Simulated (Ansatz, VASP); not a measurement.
## Two plane-wave programs on Si4Cl

Contents of INCAR:

```
  ALGO = Normal
  EDIFF = 1E-7
  EDIFFG = -0.01
  ENCUT = 600
  GGA = PE
  IBRION = 2
  ISIF = 3
  ISMEAR = 0
  LASPH = True
  LCHARG = False
  LREAL = False
  LWAVE = False
  NELM = 60
  NSW = 100
  PREC = Accurate
  SIGMA = 0.1
```

Contents of KPOINTS:

```
k-points
0
Gamma
  12 12 12
```

File POSCAR:

```
Si4Cl
1.0
   -2.3337481919      2.3337481919      4.9945112783
    2.3337481919     -2.3337481919      4.9945112783
    2.3337481919      2.3337481919     -4.9945112783
Si Cl
4 1
Direct
    0.3687253376      0.3687253376      0.0000000000
    0.6312746624      0.6312746624      0.0000000000
    0.5000000000      0.0000000000      0.5000000000
    0.0000000000      0.5000000000      0.5000000000
    0.0000000000      0.0000000000      0.0000000000
```

Input for Ansatz:

```yaml
crystal:
  lattice:
    - [-2.3337481919, 2.3337481919, 4.9945112783]
    - [2.3337481919, -2.3337481919, 4.9945112783]
    - [2.3337481919, 2.3337481919, -4.9945112783]
  atoms:
    - { symbol: Si, position: [0.3687253376, 0.3687253376, 0.0] }
    - { symbol: Si, position: [0.6312746624, 0.6312746624, 0.0] }
    - { symbol: Si, position: [0.5, 0.0, 0.5] }
    - { symbol: Si, position: [0.0, 0.5, 0.5] }
    - { symbol: Cl, position: [0.0, 0.0, 0.0] }
basis:
  ecutwfc: 420
kpoints:
  mp_grid: { grid: [12, 12, 12] }
hamiltonian:
  xc: pbe
scf:
  occupations: { method: gaussian, width: 0.1 }
output:
  forces: true
  stress: true
  eigenvalues: true
  write_density: true
  write_potential: true
  elf: true
  volumetric_format: npy
relax:
  adjacent_minimum: "off"
  f_tol: 0.01
  max_steps: 80
  cell: { stress_tol: 0.05 }
```

Change from the starting cell: species swapped into the PbF4 type (I4/mmm, No. 139).

Alike in both runs: task relaxation of cell and atoms; functional PBE; k mesh 12 × 12 × 12; occupations gaussian, width 0.1 eV; no spin polarisation.

|  | VASP | Ansatz |
| --- | --- | --- |
| version | VASP 6.6.1 | Ansatz 0.2.0 |
| potentials or method | VASP PAW PBE potentials, release 64 (Si, Cl), cutoff 600 eV | scalar-relativistic, plane waves, PAW |
| valence electrons in the cell | 23 | 23 |

|  | VASP | Ansatz | Ansatz less VASP |
| --- | --- | --- | --- |
| gap on the k mesh at the Fermi level, each at its own relaxed structure (eV) | none | none | - |
| relaxed volume (Å³/atom) | 22.95 | 22.88 | -0.063 |
| relaxed length of the cell vector where the two differ most in proportion (Å) | 6.149 | 6.138 | -0.0106 |

A gap of «none» marks a metal or a gap that the smearing closes.
